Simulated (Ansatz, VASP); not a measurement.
GaSb3 in VASP and in Ansatz

INCAR

```
SYSTEM = GaSb3
ALGO = Normal
EDIFF = 1E-6
ENCUT = 520
GGA = PS
ISIF = 2
ISMEAR = 0
IVDW = 12
LASPH = .TRUE.
LCHARG = .FALSE.
LREAL = .FALSE.
LWAVE = .FALSE.
NBANDS = 22
NELM = 60
PREC = Accurate
SIGMA = 0.15
```

File KPOINTS:

```
k-points
0
G
  10 10 10
  0 0 0
```

File POSCAR:

```
GaSb3
1.0
    0.0000000000      3.6815130998      3.5857729617
    3.6815130998      0.0000000000      3.5857729617
    3.6815130998      3.6815130998      0.0000000000
Ga Sb
1 3
Direct
    0.0000000000      0.0000000000      0.0000000000
    0.2671511138      0.2328488862      0.2328488862
    0.7328488862      0.7671511138      0.7671511138
    0.5000000000      0.5000000000      0.5000000000
```

Input for Ansatz:

```yaml
crystal:
  lattice:
    - [0.0, 3.6815130998, 3.5857729617]
    - [3.6815130998, 0.0, 3.5857729617]
    - [3.6815130998, 3.6815130998, 0.0]
  atoms:
    - { symbol: Ga, position: [0.0, 0.0, 0.0] }
    - { symbol: Sb, position: [0.2671511138, 0.2328488862, 0.2328488862] }
    - { symbol: Sb, position: [0.7328488862, 0.7671511138, 0.7671511138] }
    - { symbol: Sb, position: [0.5, 0.5, 0.5] }
basis:
  ecutwfc: 420
kpoints:
  mp_grid: { grid: [10, 10, 10] }
hamiltonian:
  xc: pbesol
  pseudopotentials: { kind: paw, azcp: { folder: soft_1 } }
  dispersion: d3bj
scf:
  occupations: { method: gaussian, width: 0.15 }
output:
  forces: true
  stress: true
  eigenvalues: true
  write_density: true
  write_potential: true
  elf: true
  volumetric_format: npy
```

Change from the starting cell: mode 4 frozen in at -0.123 Å, equal normal strain along x and y +0.0267.

Alike in both runs: task single point; functional PBEsol; dispersion D3(BJ); k mesh 10 × 10 × 10; occupations gaussian, width 0.15 eV; no spin polarisation.

|  | VASP | Ansatz |
| --- | --- | --- |
| version | VASP 6.6.1 | Ansatz 0.2.0 |
| potentials or method | VASP PAW PBE potentials, release 64 (Ga_d, Sb), cutoff 520 eV | scalar-relativistic, plane waves, PAW |
| valence electrons in the cell | 28 | 58 |

```tsv
	VASP	Ansatz	Ansatz less VASP
gap on the k mesh at the Fermi level (eV)	none	none	-
pressure (GPa)	-2.8	-2.8	-0.02
traceless stress, the component that is largest in VASP (GPa)	-0.91	-0.90	+0.017
rms of the force components (eV/Å)	0.159	0.156	-0.0028
```

VASP's potentials were made for PBE, not for PBEsol, and Ansatz warns of the same on its side. Atom by atom the forces differ by 0.003 eV/Å (rms over components). A gap of «none» marks a metal or a gap that the smearing closes. VASP's potentials hold 28 valence electrons a cell and Ansatz's 58, so a difference there can come from the potentials and not from the codes.

Spin-orbit coupling is off throughout.
